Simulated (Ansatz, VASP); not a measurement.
**ScNb in VASP and in Ansatz**

```xyz
2
Lattice="3.0656 0.0000 0.0000 -1.5328 2.6549 0.0000 0.0000 0.0000 5.0722" Properties=species:S:1:pos:R:3 pbc="T T T"
Sc    0.0000    0.0000    0.0000
Nb    0.0000    1.7700    2.5361
```

Alike in both runs: task single point; functional PBE; k mesh 6 × 6 × 4; occupations methfessel-paxton of order 1, width 0.086 eV; no spin polarisation.

|  | VASP | Ansatz |
| --- | --- | --- |
| version | VASP 6.6.1 | Ansatz 0.2.0 |
| potentials or method | VASP PAW PBE potentials, release 64 (Sc_sv, Nb_sv), cutoff 500 eV | scalar-relativistic, plane waves, PAW |
| valence electrons in the cell | 24 | 24 |

VASP gave:

| Quantity | Value |
| --- | --- |
| gap on the k mesh at the Fermi level (eV) | none |
| pressure (GPa) | -0.5 |
| traceless stress, the component that is largest in VASP (GPa) | 0.87 |

Problem. Estimate Ansatz's values.

Solution. gap on the k mesh at the Fermi level (eV): none; pressure (GPa): -0.4; traceless stress, the component that is largest in VASP (GPa): 0.79.

A gap of «none» marks a metal or a gap that the smearing closes.

The k mesh is coarse, so the values compare programs but aren't converged.
